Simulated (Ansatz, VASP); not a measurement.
## Rb: VASP beside Ansatz

```
CELL_PARAMETERS angstrom
-2.74322 2.74322 2.74322
2.74322 -2.74322 2.74322
2.74322 2.74322 -2.74322
ATOMIC_POSITIONS crystal
Rb 0.00000 0.00000 0.00000
```

Alike in both runs: task single point; functional LDA; k mesh 12 × 12 × 12; occupations gaussian, width 0.1 eV; no spin polarisation.

|  | VASP | Ansatz |
| --- | --- | --- |
| version | VASP 6.6.1 | Ansatz 0.2.0 |
| potentials or method | VASP PAW LDA potentials, release 64 (Rb_sv), cutoff 520 eV | scalar-relativistic, plane waves, PAW |
| valence electrons in the cell | 9 | 9 |

|  | VASP | Ansatz | Ansatz less VASP |
| --- | --- | --- | --- |
| gap on the k mesh at the Fermi level (eV) | none | none | - |
| pressure (GPa) | -0.2 | -0.2 | 0.00 |

LDA's correlation is that of Perdew and Zunger in VASP and of Perdew and Wang (1992) in Ansatz. A gap of «none» marks a metal or a gap that the smearing closes.
